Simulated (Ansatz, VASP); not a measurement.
# AlN: VASP beside Ansatz

```xyz
2
Lattice="0.0000 2.2016 2.2016 2.2016 0.0000 2.2016 2.2016 2.2016 0.0000" Properties=species:S:1:pos:R:3 pbc="T T T"
Al    0.0000    0.0000    0.0000
N     3.3024    3.3024    3.3024
```

Alike in both runs: task single point; functional PBE; k mesh 8 × 8 × 8; occupations gaussian, width 0.05 eV; no spin polarisation.

```csv
,VASP,Ansatz
version,VASP 6.6.1,Ansatz 0.2.0
potentials or method,"VASP PAW PBE potentials, release 64 (Al, N), cutoff 520 eV","scalar-relativistic, plane waves, PAW"
valence electrons in the cell,8,8
```

VASP gave:

```
gap on the k mesh at the Fermi level (eV) : 3.31
least direct gap on the mesh (eV)         : 3.98
pressure (GPa)                            : -0.3
```

Estimate Ansatz's values.

gap on the k mesh at the Fermi level (eV): 3.31; least direct gap on the mesh (eV): 3.98; pressure (GPa): 0.0.
